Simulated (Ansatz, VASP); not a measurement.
Sn in VASP and in Ansatz

```
Sn
1.0
    -2.94396    2.94396    1.59100
     2.94396   -2.94396    1.59100
     2.94396    2.94396   -1.59100
Sn
2
Direct
  0.00000 0.00000 0.00000
  0.75000 0.25000 0.50000
```

Alike in both runs: task electric field gradients; functional r2SCAN; k mesh 16 × 16 × 16; occupations gaussian, width 0.05 eV; no spin polarisation.

```csv
,VASP,Ansatz
version,VASP 6.6.1,Ansatz 0.2.0
potentials or method,"VASP PAW PBE potentials, release 64 (Sn_d), cutoff 440 eV","scalar-relativistic, plane waves, PAW"
valence electrons in the cell,28,28
```

|  | VASP | Ansatz | Ansatz less VASP |
| --- | --- | --- | --- |
| gap on the k mesh at the Fermi level (eV) | none | none | - |
| pressure (GPa) | 0.0 | 0.0 | -0.05 |
| size of Vzz on the site where it differs most (V/Å²) | 37.3 | 37.6 | +0.30 |

VASP's potentials were made for PBE, not for r2SCAN. A gap of «none» marks a metal or a gap that the smearing closes.
